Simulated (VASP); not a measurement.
Set up this calculation in VASP 6.6.1, as the native input.

```
Task                   : relaxation of cell and atoms
Functional             : PBE
Potentials or basis    : VASP PAW PBE potentials, release 64 (Hg, Te)
Cutoff                 : 600 eV
k mesh                 : 12 × 12 × 12
Occupations            : fermi-dirac, width 0.15 eV
Spin                   : no spin polarisation
Dipole correction      : no
Further INCAR settings : ALGO = Normal; EDIFF = 1e-06; IBRION = 2; EDIFFG = -0.001; NSW = 80; ISIF = 3
```

The structure of HgTe lies in POSCAR:

```
HgTe
1.0
    0.0000000000      3.3247980849      3.3247980849
    3.3247980849      0.0000000000      3.3247980849
    3.3247980849      3.3247980849      0.0000000000
Hg Te
1 1
Direct
    0.0000000000      0.0000000000      0.0000000000
    0.7500000000      0.7500000000      0.7500000000
```

The input as run:

INCAR

```
SYSTEM = HgTe
ALGO = Normal
EDIFF = 1E-6
EDIFFG = -0.001
ENCUT = 600
GGA = PE
IBRION = 2
ISIF = 3
ISMEAR = -1
LASPH = .TRUE.
LCHARG = .FALSE.
LREAL = .FALSE.
LWAVE = .FALSE.
NELM = 80
NSW = 80
PREC = Accurate
SIGMA = 0.15
```

KPOINTS

```
k-points
0
G
  12 12 12
  0 0 0
```

Potentials or basis: VASP PAW PBE potentials, release 64 (Hg, Te).

Launch:

```console
$ cat potpaw_PBE.64/Hg/POTCAR potpaw_PBE.64/Te/POTCAR > POTCAR
$ mpirun -np 1 vasp_std > vasp.out
```

It gave:

| Item | Value |
| --- | --- |
| Relaxed volume | 36.87 Å³/atom |
| Relaxed cell | a = 4.707 Å, b = 4.707 Å, c = 4.707 Å, α = 60.00°, β = 60.00°, γ = 60.00° |
| Space group after relaxing (to 0.05 Å) | F-43m (No. 216) |
| Energy gained by relaxing | 0.0 meV/atom |
| Ionic steps | 13 |
| Pressure after relaxing | 0.0 GPa |
| Band gap on the k mesh | zero (filled and empty bands touch) |

Caveat: spin-orbit coupling is left out, which moves the levels of the heavy elements.

Wall time 6.2 min on 1 thread of Intel(R) Xeon(R) Platinum 8175M CPU @ 2.50GHz (Skylake/Cascade Lake) (shared host), peak memory 0.31 GiB.
